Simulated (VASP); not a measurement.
Set up this calculation in VASP 6.6.1, as the native input.

```yaml
Task: single point
Functional: PBE
Dispersion: D3(BJ)
Potentials_or_basis: VASP PAW PBE potentials, release 64 (B, O)
Cutoff: 520 eV
k_mesh: 21 × 21 × 6
Occupations: gaussian, width 0.15 eV
Spin: no spin polarisation
Dipole_correction: no
Further_INCAR_settings: ALGO = Normal; EDIFF = 1e-07; NBANDS = 21
```

The structure of B2O lies in POSCAR:

```
B2O
1.0
    2.7520223967      0.0000000000      0.0000000000
   -1.3760111984      2.3833213074      0.0000000000
    0.0000000000      0.0000000000      9.2740402748
B O
4 2
Direct
    0.0000000000      0.0000000000      0.4099026039
    0.0000000000      0.0000000000      0.5900973961
    0.6666666667      0.3333333333      0.0293462865
    0.3333333333      0.6666666667      0.9706537135
    0.6666666667      0.3333333333      0.3525784977
    0.3333333333      0.6666666667      0.6474215023
```

This cell differs from its parent crystal: volume 10.138 Å^3 an atom, c/a of the conventional cell 3.3699.

One way to write it, as run:

INCAR

```
  ALGO = Normal
  EDIFF = 1E-7
  ENCUT = 520
  GGA = PE
  ISIF = 2
  ISMEAR = 0
  IVDW = 12
  LASPH = T
  LCHARG = F
  LREAL = F
  LWAVE = F
  NBANDS = 21
  NELM = 80
  PREC = Accurate
  SIGMA = 0.15
```

KPOINTS

```
k-points
0
Gamma
  21 21 6
```

Potentials or basis: VASP PAW PBE potentials, release 64 (B, O).

Run with:

```bash
$ cat potpaw_PBE.64/B/POTCAR potpaw_PBE.64/O/POTCAR > POTCAR
$ mpirun -np 1 vasp_std > vasp.out
```

It gave:

```yaml
Pressure: -19.9 GPa
Largest_force: 2.078 eV/Å
Band_gap_on_the_k_mesh: zero (band 12 reaches 5.71 eV, above the bottom of band 13 at 2.66 eV)
Dispersion_energy_per_atom: -0.122 eV
```

Caveat: forces of over 1 eV/Å act on the atoms, so gaps and moduli don't describe the material at rest.

It took 6.8 min on 1 thread of Intel(R) Xeon(R) Platinum 8259CL CPU @ 2.50GHz (Skylake/Cascade Lake), on a shared host, peak memory 0.38 GiB.
